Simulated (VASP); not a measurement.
# AgCl (R-3m) in VASP: further runs

AgCl is run at these levels: PBE; tasks: single point.

All numbers are computed with VASP 6.6.1; they aren't measurements. Logs are shortened: lines on timing, memory, paths and dates and some standing lists are left out, and cuts for length are marked.

## (1) The cell of the first run

The structure is trigonal, space group R-3m (No. 166). Conventional cell: a = 3.981 Å, b = 3.981 Å, c = 9.318 Å, α = 90.00°, β = 90.00°, γ = 120.00°. Ag (site symmetry -3m) has 6 Cl at 2.77 Å within 3.7 Å. Cl (site symmetry -3m) has 6 Ag at 2.77 Å within 3.7 Å.

## (2) Single point, PBE (equal xy, yz and zx shear strains of -3 %)

The input, INCAR:

```
SYSTEM = AgCl
ALGO = Normal
EDIFF = 1E-6
ENCUT = 520
GGA = PE
ISIF = 2
ISMEAR = -1
LASPH = .TRUE.
LCHARG = .TRUE.
LELF = .TRUE.
LREAL = .FALSE.
LVHAR = .TRUE.
LWAVE = .FALSE.
NBANDS = 16
NELM = 100
PREC = Accurate
SIGMA = 0.02
```

The input, KPOINTS:

```
k-points
0
G
  8 8 8
  0 0 0
```

The input, POSCAR:

```
AgCl
1.0
   -0.0831945000      2.7315527500      2.7315527500
    2.7315527500     -0.0831945000      2.7315527500
    2.7315527500      2.7315527500     -0.0831945000
Ag Cl
1 1
Direct
    0.5000000000      0.5000000000      0.5000000000
    0.0000000000      0.0000000000      0.0000000000
```

Potentials or basis: VASP PAW PBE potentials, release 64 (Ag, Cl).

Command:

```bash
$ cat potpaw_PBE.64/Ag/POTCAR potpaw_PBE.64/Cl/POTCAR > POTCAR
$ mpirun -np 1 vasp_std > vasp.out
```

OUTCAR:

```text
SYSTEM = AgCl
   EDIFF = 1E-6
   ENCUT = 520
   GGA = PE
   ISIF = 2
   ISMEAR = -1
   LASPH = .TRUE.
   LREAL = .FALSE.
   NELM = 100
   PREC = Accurate

 ion  position               nearest neighbor table
   1  0.500  0.500  0.500-   2 2.77   2 2.77   2 2.77   2 2.77   2 2.77   2 2.77
   2  0.000  0.000  0.000-   1 2.77   1 2.77   1 2.77   1 2.77   1 2.77   1 2.77

  LATTYP: Found a trigonal (rhomboedric) cell.
 ALAT       =     3.8638946902
 COS(alpha) =     0.4693254694

  Lattice vectors:

 A1 = (  -0.0831945000,   2.7315527500,   2.7315527500)
 A2 = (   2.7315527500,  -0.0831945000,   2.7315527500)
 A3 = (   2.7315527500,   2.7315527500,  -0.0831945000)

Analysis of symmetry for initial positions (statically):
=====================================================================
 Subroutine PRICEL returns:
 Original cell was already a primitive cell.

 Routine SETGRP: Setting up the symmetry group for a
 trigonal (rhombohedral) supercell.

 Subroutine GETGRP returns: Found 12 space group operations
 (whereof 12 operations were pure point group operations)
 out of a pool of 12 trial point group operations.

The static configuration has the point symmetry D_3d.

Analysis of symmetry for dynamics (positions and initial velocities):
=====================================================================
 Subroutine PRICEL returns:
 Original cell was already a primitive cell.

 Routine SETGRP: Setting up the symmetry group for a
 trigonal (rhombohedral) supercell.

 Subroutine GETGRP returns: Found 12 space group operations
 (whereof 12 operations were pure point group operations)
 out of a pool of 12 trial point group operations.

The dynamic configuration has the point symmetry D_3d.

 Subroutine INISYM returns: Found 12 space group operations
 (whereof 12 operations are pure point group operations),
 and found     1 'primitive' translations

----------------------------------------------------------------------------------------

                                     Primitive cell

  volume of cell :      42.6240

  direct lattice vectors                    reciprocal lattice vectors
    -0.083194500  2.731552750  2.731552750    -0.174888897  0.180382789  0.180382789
     2.731552750 -0.083194500  2.731552750     0.180382789 -0.174888897  0.180382789
     2.731552750  2.731552750 -0.083194500     0.180382789  0.180382789 -0.174888897

  length of vectors
     3.863894690  3.863894690  3.863894690     0.309292786  0.309292786  0.309292786

  position of ions in fractional coordinates (direct lattice)
     0.500000000  0.500000000  0.500000000
     0.000000000  0.000000000  0.000000000

  ion indices of the primitive-cell ions
   primitive index   ion index
                 1           1
                 2           2

----------------------------------------------------------------------------------------

 KPOINTS: k-points

Automatic generation of k-mesh.
 Grid dimensions read from file:
 generate k-points for:    8    8    8

 Generating k-lattice:

  Cartesian coordinates                     Fractional coordinates (reciprocal lattice)
    -0.021861112  0.022547849  0.022547849     0.125000000 -0.000000000 -0.000000000
     0.022547849 -0.021861112  0.022547849    -0.000000000  0.125000000 -0.000000000
     0.022547849  0.022547849 -0.021861112    -0.000000000 -0.000000000  0.125000000

  Length of vectors
     0.038661598  0.038661598  0.038661598

  Shift w.r.t. Gamma in fractional coordinates (k-lattice)
     0.000000000  0.000000000  0.000000000

 Subroutine IBZKPT returns following result:
 ===========================================

 Found     65 irreducible k-points:

 Following reciprocal coordinates:
            Coordinates               Weight
  0.000000  0.000000  0.000000      1.000000
  0.125000  0.000000  0.000000      6.000000
  0.250000  0.000000  0.000000      6.000000
  0.375000 -0.000000 -0.000000      6.000000
  0.500000  0.000000  0.000000      3.000000
  0.125000  0.125000 -0.000000      6.000000
[... 16 lines left out ...]
  0.250000  0.125000  0.125000      6.000000
  0.375000  0.125000  0.125000      6.000000
 [... further k-points ...]
   k-points           NKPTS =     65   k-points in BZ     NKDIM =     65   number of bands    NBANDS=     16
   number of dos      NEDOS =    301   number of ions     NIONS =      2
   total plane-waves  NPLWV =  27000
   dimension x,y,z NGX =    30 NGY =   30 NGZ =   30
   dimension x,y,z NGXF=    60 NGYF=   60 NGZF=   60
   ions per type =               1   1
   NGX,Y,Z   is equivalent  to a cutoff of  12.91, 12.91, 12.91 a.u.
   NGXF,Y,Z  is equivalent  to a cutoff of  25.82, 25.82, 25.82 a.u.
 SYSTEM =  AgCl
   PREC   = accura    normal or accurate (medium, high low for compatibility)
   ISTART =      0    job   : 0-new  1-cont  2-samecut
   ICHARG =      2    charge: 1-file 2-atom 10-const
   ISPIN  =      1    spin polarized calculation?
   LNONCOLLINEAR =      F non collinear calculations
   LSORBIT =      F    spin-orbit coupling
   LASPH  =      T    aspherical Exc in radial PAW
   ENCUT  =  520.0 eV  38.22 Ry    6.18 a.u.   7.18  7.18  7.18*2*pi/ulx,y,z
   NELM   =    100;   NELMIN=  2; NELMDL= -5     # of ELM steps
   EDIFF  = 0.1E-05   stopping-criterion for ELM
   LREAL  =      F    real-space projection
[... 7 lines left out ...]
   TEBEG  =    0.0;   TEEND  =   0.0 temperature during run
   PSTRESS=    0.0 pullay stress
   NELECT =      18.0000    total number of electrons
   NUPDOWN=      -1.0000    fix difference up-down
   EMIN   =  10.00;   EMAX   =-10.00  energy-range for DOS
   EFERMI =   0.00;   METHOD = LEGACY
   ISMEAR =    -1;   SIGMA  =   0.02  broadening in eV -4-tet -1-fermi 0-gaus
   EFERMI_NEDOS =   21; number of points for ismear=-14 and -15
   IALGO  =     38    algorithm
   IMIX   =      4    mixing-type and parameters
     AMIX     =   0.40;   BMIX     =  1.00
     AMIX_MAG =   1.60;   BMIX_MAG =  1.00
  volume/ion in A,a.u.               =      21.31       143.82
  Fermi-wavevector in a.u.,A,eV,Ry     =   1.228234  2.321025 20.525180  1.508558
  Thomas-Fermi vector in A             =   2.363167
   LORBIT       =      0    0 simple, 1 ext, 2 COOP (PROOUT), +10 PAW based schemes
   GGA     = PE    functional components
   LHFCALC =     F    Hartree Fock is set to
   AEXX    =    0.0000 exact exchange contribution
   IVDW    =     0    specifies the selected vdW correction
   LEPSILON=     F    determine dielectric tensor
   LRPA    =     F    only Hartree local field effects (RPA)
 non-spin polarized calculation
  energy-cutoff  :      520.00
  volume of cell :       42.62
 maximum number of plane-waves:      1175
 NGX is ok and might be reduce to    30
   NGX = 15   NGY = 15   NGZ = 15

 number of electron      17.9999997 magnetization

 Free energy of the ion-electron system (eV)
  ---------------------------------------------------
  ext. energy  EPLUGINS =         0.00000000
  ---------------------------------------------------
  free energy    TOTEN  =        -5.39225474 eV

  energy without entropy =       -5.39225474  energy(sigma->0) =       -5.39225474

 E-fermi :   4.2576     XC(G=0):  -9.9706

 val. band max:        3.8533970175   @ k =   0.5000   0.5000   0.5000
 cond. band min:       4.7249876487   @ k =   0.0000   0.0000   0.0000
 fundamental gap:      0.8715906311
 Fermi energy:         4.2575966896

 k-point     1 :       0.0000    0.0000    0.0000
  band No.  band energies     occupation
      1     -11.3241      2.00000
      2       1.3484      2.00000
      3       1.3484      2.00000
      4       1.4255      2.00000
      5       1.4315      2.00000
      6       1.4315      2.00000
[... 8 lines left out ...]
     15      17.0464      0.00000
     16      17.0464      0.00000

 k-point     2 :       0.1250    0.0000    0.0000
  band No.  band energies     occupation
      1     -11.2657      2.00000
      2       0.6374      2.00000
      3       0.6922      2.00000
      4       0.8128      2.00000
      5       1.4217      2.00000
      6       1.4627      2.00000
[... 8 lines left out ...]
     15      16.0084      0.00000
     16      16.6981      0.00000

 k-point     3 :       0.2500    0.0000    0.0000
  band No.  band energies     occupation
      1     -11.1191      2.00000
      2      -0.3804      2.00000
      3       0.1196      2.00000
      4       0.2565      2.00000
      5       1.5377      2.00000
      6       1.5838      2.00000
[... 8 lines left out ...]
     15      16.3342      0.00000
     16      16.5717      0.00000

 k-point     4 :       0.3750   -0.0000   -0.0000
  band No.  band energies     occupation
      1     -10.9632      2.00000
      2      -1.1497      2.00000
      3      -0.2438      2.00000
      4      -0.0971      2.00000
      5       1.6583      2.00000
      6       1.7026      2.00000
[... 8 lines left out ...]
     15      16.8227      0.00000
     16      17.2511      0.00000

 k-point     5 :       0.5000    0.0000    0.0000
  band No.  band energies     occupation
      1     -10.8956      2.00000
      2      -1.4322      2.00000
      3      -0.3682      2.00000
      4      -0.2183      2.00000
      5       1.7096      2.00000
      6       1.7516      2.00000
[... 8 lines left out ...]
     15      17.5179      0.00000
     16      17.5992      0.00000

 k-point     6 :       0.1250    0.1250   -0.0000
  band No.  band energies     occupation
      1     -11.2460      2.00000
      2       0.1877      2.00000
      3       0.9676      2.00000
      4       1.0709      2.00000
      5       1.3342      2.00000
      6       1.4499      2.00000
[... 8 lines left out ...]
     15      17.7259      0.00000
     16      17.7568      0.00000

 k-point     7 :       0.2500    0.1250   -0.0000
  band No.  band energies     occupation
      1     -11.1325      2.00000
      2      -0.3891      2.00000
      3       0.4168      2.00000
      4       0.6071      2.00000
      5       1.3921      2.00000
      6       1.5888      2.00000
[... 8 lines left out ...]
     15      17.3502      0.00000
     16      17.8298      0.00000

 k-point     8 :       0.3750    0.1250   -0.0000
  band No.  band energies     occupation
      1     -10.9850      2.00000
      2      -0.9269      2.00000
      3      -0.1359      2.00000
      4       0.1313      2.00000
      5       1.5259      2.00000
      6       1.7152      2.00000
[... 8 lines left out ...]
     15      17.5715      0.00000
     16      17.9730      0.00000

 k-point     9 :       0.5000    0.1250   -0.0000
  band No.  band energies     occupation
      1     -10.8914      2.00000
      2      -1.2590      2.00000
      3      -0.3376      2.00000
      4      -0.1462      2.00000
      5       1.6576      2.00000
      6       1.7544      2.00000
[... 8 lines left out ...]
     15      17.5925      0.00000
     16      18.5677      0.00000
[... 172 lines left out ...]
 k-point    19 :       0.5000    0.3750   -0.0000
  band No.  band energies     occupation
      1     -10.8689      2.00000
      2      -0.5562      2.00000
      3       0.2240      2.00000
      4       0.5240      2.00000
      5       1.2713      2.00000
      6       1.8177      2.00000
[... 8 lines left out ...]
     15      18.6404      0.00000
     16      19.3103      0.00000

 k-point    20 :      -0.3750    0.3750    0.0000
  band No.  band energies     occupation
      1     -10.8472      2.00000
      2      -0.4222      2.00000
      3      -0.3558      2.00000
      4       0.1225      2.00000
      5       1.4838      2.00000
      6       1.8061      2.00000
[... 8 lines left out ...]
     15      17.6395      0.00000
     16      19.6995      0.00000

 k-point    21 :       0.5000    0.5000   -0.0000
  band No.  band energies     occupation
      1     -10.8639      2.00000
      2      -0.4976      2.00000
      3       0.6710      2.00000
      4       0.8713      2.00000
      5       1.0538      2.00000
      6       1.6090      2.00000
[... 8 lines left out ...]
     15      18.9150      0.00000
     16      18.9637      0.00000

 k-point    22 :       0.1250    0.1250    0.1250
  band No.  band energies     occupation
      1     -11.2583      2.00000
      2       0.6827      2.00000
      3       0.6827      2.00000
      4       0.7782      2.00000
      5       1.4074      2.00000
      6       1.4074      2.00000
[... 8 lines left out ...]
     15      15.6893      0.00000
     16      16.3391      0.00000

 k-point    23 :       0.2500    0.1250    0.1250
  band No.  band energies     occupation
      1     -11.1688      2.00000
      2      -0.0382      2.00000
      3       0.1889      2.00000
      4       0.7693      2.00000
      5       1.4434      2.00000
      6       1.5531      2.00000
[... 8 lines left out ...]
     15      16.7159      0.00000
     16      17.4429      0.00000

 k-point    24 :       0.3750    0.1250    0.1250
  band No.  band energies     occupation
      1     -11.0233      2.00000
      2      -0.7595      2.00000
      3      -0.1758      2.00000
      4       0.3163      2.00000
      5       1.5497      2.00000
      6       1.6715      2.00000
[... 8 lines left out ...]
     15      17.6650      0.00000
     16      17.8958      0.00000

 [... further k-points ...]
[... 5 lines left out ...]
  --------------------------------------------------------------------------------------
  -------------------------------------------------------------------------------------
  Total        0.3862001      0.3862001      0.3862001      0.0412859      0.0412859      0.0412859
  in kB       14.5167401     14.5167401     14.5167401      1.5518812      1.5518812      1.5518812
  external PRESSURE =      14.5167401 kB  Pullay stress =       0.0000000 kB

 VOLUME and BASIS-vectors are now :
 -----------------------------------------------------------------------------
  energy-cutoff  :      520.00
  volume of cell :       42.62
      direct lattice vectors                 reciprocal lattice vectors
    -0.083194500  2.731552750  2.731552750    -0.174888897  0.180382789  0.180382789
     2.731552750 -0.083194500  2.731552750     0.180382789 -0.174888897  0.180382789
     2.731552750  2.731552750 -0.083194500     0.180382789  0.180382789 -0.174888897

 POSITION                                       TOTAL-FORCE (eV/Angst)
 -----------------------------------------------------------------------------------
      2.68996      2.68996      2.68996         0.000000      0.000000     -0.000000
      0.00000      0.00000      0.00000        -0.000000     -0.000000      0.000000
 -----------------------------------------------------------------------------------
    total drift:                                0.000000      0.000000      0.000000

  FREE ENERGIE OF THE ION-ELECTRON SYSTEM (eV)
  ---------------------------------------------------
  free  energy   TOTEN  =        -5.3922547400 eV

  energy  without entropy=       -5.3922547399  energy(sigma->0) =       -5.39225474
```

Run time: 23 s. Hardware: 1 thread of Intel Xeon Platinum 8488C (Sapphire Rapids), shared host; peak memory 0.19 GiB.

What came out:

```yaml
Free_energy: -5.3923 eV
Pressure: 1.5 GPa
Band_gap_on_the_k_mesh: 0.87 eV, indirect (least direct gap 3.09 eV)
```

Levels at points of the mesh, in eV from the valence-band top:
| k point | band 6 | band 7 | band 8 | band 9 | band 10 | band 11 | band 12 | band 13 |
| --- | --- | --- | --- | --- | --- | --- | --- | --- |
| (0.00, 0.00, 0.00) | -2.42 | -2.41 | -2.41 | -2.22 | 0.87 | 10.65 | 10.65 | 11.19 |
| (0.50, 0.00, 0.00) | -2.10 | -1.80 | -0.08 | -0.01 | 4.26 | 6.43 | 7.58 | 7.95 |
| (0.50, 0.50, 0.00) | -2.24 | -1.99 | -1.98 | -1.91 | 2.36 | 8.00 | 8.57 | 11.33 |
| (0.50, 0.50, 0.50) | -2.08 | -1.73 | 0.00 | 0.00 | 4.07 | 6.69 | 7.35 | 7.35 |

Caveat: the cell differs from its parent crystal (equal xy, yz and zx shear strains of -3 %). A k mesh can miss the band edges.

## (3) Single point, PBE (equal xy, yz and zx shear strains of -1 %)

The input, INCAR:

```
PREC = Accurate
ENCUT = 520
EDIFF = 1E-6
ISMEAR = -1
SIGMA = 0.02
LREAL = False
LASPH = True
NELM = 100
ALGO = Normal
ISIF = 2
LWAVE = False
LCHARG = False
GGA = PE
NBANDS = 16
```

The input, KPOINTS:

```
Automatic mesh
0
Gamma
  8 8 8
```

The input, POSCAR:

```
AgCl
1.0
   -0.0277315000      2.7592842500      2.7592842500
    2.7592842500     -0.0277315000      2.7592842500
    2.7592842500      2.7592842500     -0.0277315000
Ag Cl
1 1
Direct
    0.5000000000      0.5000000000      0.5000000000
    0.0000000000      0.0000000000      0.0000000000
```

Potentials or basis: VASP PAW PBE potentials, release 64 (Ag, Cl).

Command:

```bash
$ cat potpaw_PBE.64/Ag/POTCAR potpaw_PBE.64/Cl/POTCAR > POTCAR
$ mpirun -np 1 vasp_std > vasp.out
```

It took 22 s on 1 thread of Intel Xeon Platinum 8488C (Sapphire Rapids), shared host; peak memory 0.19 GiB.

The run converged. Its results:

- Free energy: -5.3942 eV
- Pressure: 1.5 GPa
- Band gap on the k mesh: 0.90 eV, indirect (least direct gap 3.17 eV)

Stress tensor (GPa, compression positive):
```
1.47 0.05 0.05
0.05 1.47 0.05
0.05 0.05 1.47
```

Levels at points of the mesh, in eV from the valence-band top:
| k point | band 7 | band 8 | band 9 | band 10 | band 11 | band 12 |
| --- | --- | --- | --- | --- | --- | --- |
| (0.00, 0.00, 0.00) | -2.35 | -2.35 | -2.29 | 0.90 | 10.78 | 10.78 |
| (0.50, 0.00, 0.00) | -1.78 | -0.03 | 0.00 | 4.25 | 6.50 | 7.64 |
| (0.50, 0.50, 0.00) | -1.97 | -1.96 | -1.88 | 2.37 | 8.02 | 8.62 |
| (0.50, 0.50, 0.50) | -1.75 | 0.00 | 0.00 | 4.18 | 6.59 | 7.56 |

Caveat: the cell differs from its parent crystal (equal xy, yz and zx shear strains of -1 %). A k mesh can miss the band edges.
